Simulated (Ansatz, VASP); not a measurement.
## SnO2: VASP beside Ansatz

```
Sn O
1.0
     4.76482    0.00000    0.00000
     0.00000    4.76482    0.00000
     0.00000    0.00000    3.20750
Sn O
2 4
Direct
  0.50000 0.50000 0.50000
  0.00000 0.00000 0.00000
  0.19403 0.80597 0.50000
  0.80597 0.19403 0.50000
  0.30597 0.30597 0.00000
  0.69403 0.69403 0.00000
```

Alike in both runs: functional PBE; k mesh 7 × 7 × 10; occupations fermi-dirac, width 0.01 eV; no spin polarisation.

Ansatz relaxed the structure, and its values are those at the end. VASP's run is a single point on that final structure, the one shown.

```csv
,VASP,Ansatz
version,VASP 6.6.1,Ansatz 0.2.0
potentials or method,"VASP PAW PBE potentials, release 64 (Sn_d, O)","plane-wave PAW, scalar-relativistic"
plane-wave cutoff (eV),520,420
valence electrons in the cell,52,52
```

|  | VASP | Ansatz | Ansatz less VASP |
| --- | --- | --- | --- |
| gap on the k mesh at the Fermi level (eV) | 1.04 | 1.05 | +0.010 |
| pressure (GPa) | 7.5 | 6.8 | -0.68 |
| rms of the force components (eV/Å) | 0.020 | 0.012 | -0.0074 |

Ansatz's warnings: stress scf threshold loose.
